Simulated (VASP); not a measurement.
Set up this calculation in VASP 6.6.1, as the native input.

* Task: single point
* Functional: LDA
* Potentials or basis: VASP PAW LDA potentials, release 64 (Sr_sv, Mg)
* Cutoff: 520 eV
* k mesh: 14 × 14 × 14
* Occupations: gaussian, width 0.15 eV
* Spin: no spin polarisation
* Dipole correction: no
* Further INCAR settings: ALGO = Fast; EDIFF = 1e-07; NBANDS = 13

The structure of SrMg lies in POSCAR:

```
SrMg
1.0
    3.5734152756      0.0000000000      0.0000000000
    0.0000000000      3.5734152756      0.0000000000
    0.0000000000      0.0000000000      4.6454398583
Sr Mg
1 1
Direct
    0.5000000000      0.5000000000      0.5000000000
    0.0000000000      0.0000000000      0.0000000000
```

This cell differs from its parent crystal: ratio of the length along z to the lengths across it x 1.3, volume and fractional coordinates fixed.

One way to write it, as run:

INCAR

```
SYSTEM = SrMg
  ALGO = Fast
  EDIFF = 1E-7
  ENCUT = 520
  GGA = CA
  ISIF = 2
  ISMEAR = 0
  LASPH = .TRUE.
  LCHARG = .FALSE.
  LREAL = .FALSE.
  LWAVE = .FALSE.
  NBANDS = 13
  NELM = 80
  PREC = Accurate
  SIGMA = 0.15
```

KPOINTS

```
k-points
0
G
  14 14 14
  0 0 0
```

Potentials or basis: VASP PAW LDA potentials, release 64 (Sr_sv, Mg).

Launch:

```bash
$ cat potpaw_LDA.64/Sr_sv/POTCAR potpaw_LDA.64/Mg/POTCAR > POTCAR
$ mpirun -np 1 vasp_std > vasp.out
```

Results of the run:

| Property | Result |
| --- | --- |
| Pressure | 3.0 GPa |
| Band gap on the k mesh | zero (band 6 reaches 3.45 eV, above the bottom of band 7 at 2.06 eV) |

Run time: 3.4 min on 1 thread of Intel(R) Xeon(R) Platinum 8488C (Sapphire Rapids), on a shared host, peak memory 0.36 GiB.
